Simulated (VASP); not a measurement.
Crystal: CaCl.

```
Ca Cl
1.0
     4.25468    0.00000    0.00000
    -2.12734    3.68466    0.00000
     0.00000    0.00000    6.81372
Ca Cl
2 2
Direct
  0.33333 0.66667 0.00000
  0.66667 0.33333 0.50000
  0.33333 0.66667 0.38210
  0.66667 0.33333 0.88210
```

```yaml
Program: VASP 6.6.1
Task: relaxation of cell and atoms
Functional: PBE
Potentials_or_basis: VASP PAW PBE potentials, release 64 (Ca_sv, Cl)
Cutoff: 600 eV
k_mesh: 6 × 6 × 4
Occupations: gaussian, width 0.1 eV
Spin: no spin polarisation
```

At the start: pressure 8.7 GPa; volume 26.70 Å³/atom.

Question: How do energy, volume and symmetry change on relaxing?

Answer: Over 7 steps the energy falls by 171.8 meV/atom and the volume is 34.23 Å³/atom (+28.2 %); space group P6_3mc (No. 186, to 0.05 Å).

Step by step:
```tsv
step	energy change (eV)	largest force (eV/Å)	pressure (GPa)	volume (Å³)
1	0.0000	0.0777	8.69	106.82
2	-0.6614	0.0555	1.14	130.82
3	-0.6829	0.0417	-0.15	138.31
4	-0.6834	0.0435	-0.01	137.35
5	-0.6832	0.0448	0.09	136.69
6	-0.6851	0.0251	0.10	136.76
7	-0.6871	0.0246	0.12	136.93
```

Final structure:
```
Ca Cl
1.0
     4.59414    0.00000    0.00000
    -2.29707    3.97864    0.00000
     0.00000    0.00000    7.49146
Ca Cl
2 2
Direct
  0.33333 0.66667 0.99820
  0.66667 0.33333 0.49820
  0.33333 0.66667 0.38390
  0.66667 0.33333 0.88390
```

Caveat: the volume moved by over 15 % at a fixed basis, so the end points are rough.
